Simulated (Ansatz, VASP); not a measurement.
**Au in VASP and in Ansatz**

```xyz
1
Lattice="0.0000 2.0419 2.0419 2.0419 0.0000 2.0419 2.0419 2.0419 0.0000" Properties=species:S:1:pos:R:3 pbc="T T T"
Au    0.0000    0.0000    0.0000
```

Alike in both runs: task relaxation of cell and atoms; functional PBEsol; k mesh 20 × 20 × 20; occupations fermi-dirac, width 0.15 eV; no spin polarisation.

|  | VASP | Ansatz |
| --- | --- | --- |
| version | VASP 6.6.1 | Ansatz 0.2.0 |
| potentials or method | VASP PAW PBE potentials, release 64 (Au), cutoff 600 eV | scalar-relativistic, plane waves, PAW |
| valence electrons in the cell | 11 | 19 |

```csv
,VASP,Ansatz,Ansatz less VASP
"gap on the k mesh at the Fermi level, each at its own relaxed structure (eV)",none,none,-
relaxed volume (Å³/atom),17.00,17.02,+0.019
relaxed length of the cell vector where the two differ most in proportion (Å),2.886,2.887,+0.0011
```

VASP's potentials were made for PBE, not for PBEsol. A gap of «none» marks a metal or a gap that the smearing closes. VASP's potentials hold 11 valence electrons a cell and Ansatz's 19, so a difference there can come from the potentials and not from the codes.

Neither program's run includes spin-orbit coupling.
